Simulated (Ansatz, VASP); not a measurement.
# NaF: VASP beside Ansatz

```xyz
2
Lattice="0.0000 2.3546 2.2766 2.3546 0.0000 2.2766 2.3546 2.3546 0.0000" Properties=species:S:1:pos:R:3 pbc="T T T"
Na    0.0000    0.0000    0.0000
F     2.3546    2.3546    2.2766
```

Change from the starting cell: epitaxial_xy strain +2.5%.

Alike in both runs: task single point; functional r2SCAN; k mesh 10 × 10 × 10; no spin polarisation.

|  | VASP | Ansatz |
| --- | --- | --- |
| version | VASP 6.6.1 | Ansatz 0.2.0 |
| potentials or method | VASP PAW PBE potentials, release 64 (Na_pv, F) | plane waves, PAW |
| plane-wave cutoff (eV) | 520 | 500 |
| occupations | gaussian, width 0.01 eV | fixed |
| valence electrons in the cell | 14 | 16 |

```tsv
	VASP	Ansatz	Ansatz less VASP
gap on the k mesh at the Fermi level (eV)	7.09	7.05	-0.035
pressure (GPa)	-2.5	-1.9	+0.64
traceless stress, the component that is largest in VASP (GPa)	1.83	1.85	+0.025
```

VASP's potentials were made for PBE, not for r2SCAN. VASP's potentials hold 14 valence electrons a cell and Ansatz's 16, so a difference there can come from the potentials and not from the codes.
